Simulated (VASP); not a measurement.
Wanted: the native input for a VASP 6.6.1 run.

- Task: electric field gradients
- Functional: LDA
- Potentials or basis: VASP PAW LDA potentials, release 64 (Hf_pv, N)
- Cutoff: 520 eV
- k mesh: 10 × 10 × 10
- Occupations: fermi-dirac, width 0.03 eV
- Spin: no spin polarisation
- Dipole correction: no
- Further INCAR settings: ALGO = Normal; EDIFF = 1e-08; NBANDS = 14

The structure of HfN lies in POSCAR:

```
HfN
1.0
   -0.0451800000      2.2364100000      2.2364100000
    2.2364100000     -0.0451800000      2.2364100000
    2.2364100000      2.2364100000     -0.0451800000
Hf N
1 1
Direct
    0.0000000000      0.0000000000      0.0000000000
    0.5000000000      0.5000000000      0.5000000000
```

This cell differs from its parent crystal: equal xy, yz and zx shear strains of -2 %.

These files were run (other wordings do the same):

INCAR

```
SYSTEM = HfN
PREC = Accurate
ENCUT = 520
EDIFF = 1E-8
ISMEAR = -1
SIGMA = 0.03
LREAL = .False.
LASPH = .True.
NELM = 100
ALGO = Normal
ISIF = 2
LWAVE = .False.
LCHARG = .False.
GGA = CA
LEFG = .True.
NBANDS = 14
```

KPOINTS

```
regular mesh
0
Gamma
  10 10 10
  0 0 0
```

Potentials or basis: VASP PAW LDA potentials, release 64 (Hf_pv, N).

Launch:

```console
$ cat potpaw_LDA.64/Hf_pv/POTCAR potpaw_LDA.64/N/POTCAR > POTCAR
$ mpirun -np 1 vasp_std > vasp.out
```

Results of the run:

The pressure is -10.5 GPa.

Caveat: the cell differs from its parent crystal (equal xy, yz and zx shear strains of -2 %); without QUAD_EFG the Cq values of the log hold for a quadrupole moment of 1 mb, not for the nuclei.

Wall time 14 s on 1 thread of Intel(R) Xeon(R) 6975P-C (Granite Rapids), with other jobs on the host, peak memory 0.15 GiB.
